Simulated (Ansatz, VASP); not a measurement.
TaN: VASP beside Ansatz

```xyz
20
Lattice="2.8895 0.0000 0.0000 0.0000 5.8608 0.0000 0.0000 0.0000 16.6776" Properties=species:S:1:pos:R:3 pbc="T T T"
Ta    1.4447    0.0000    2.5000
Ta    1.4447    2.9304    2.5000
Ta    0.0000    0.0000    5.0024
Ta    0.0000    2.9304    5.0024
Ta    1.4447    0.0000    7.5047
Ta    1.4447    2.9304    7.5047
Ta    0.0000    0.0000   10.0071
Ta    0.0000    2.9304   10.0071
Ta    1.4447    0.0000   12.5094
Ta    1.4447    2.9304   12.5094
N     0.0000    4.3956    3.3341
N     1.4447    1.4652    4.1682
N     1.4447    4.3956    5.8365
N     0.0000    1.4652    6.6706
N     0.0000    4.3956    8.3388
N     1.4447    1.4652    9.1729
N     1.4447    4.3956   10.8412
N     0.0000    1.4652   11.6753
N     0.0000    4.3956   13.3435
N     1.4447    1.4652   14.1776
```

Alike in both runs: task single point; functional PBEsol; k mesh 12 × 6 × 1; occupations gaussian, width 0.1 eV; no spin polarisation.

```csv
,VASP,Ansatz
version,VASP 6.6.1,Ansatz 0.2.0
potentials or method,"VASP PAW PBE potentials, release 64 (Ta_pv, N), cutoff 520 eV","scalar-relativistic, plane waves, PAW"
valence electrons in the cell,160,180
```

Ansatz gave:

```
gap on the k mesh at the Fermi level (eV) : none
rms of the force components (eV/Å)        : 1.206
```

Task: Estimate VASP's values.

Result: gap on the k mesh at the Fermi level (eV): none; rms of the force components (eV/Å): 1.191.

VASP's potentials were made for PBE, not for PBEsol. A gap of «none» marks a metal or a gap that the smearing closes. VASP's potentials hold 160 valence electrons a cell and Ansatz's 180, so a difference there can come from the potentials and not from the codes. Ansatz's warnings: net force over tolerance, vacuum below fermi, vacuum density over bound.

Neither program's run includes spin-orbit coupling.
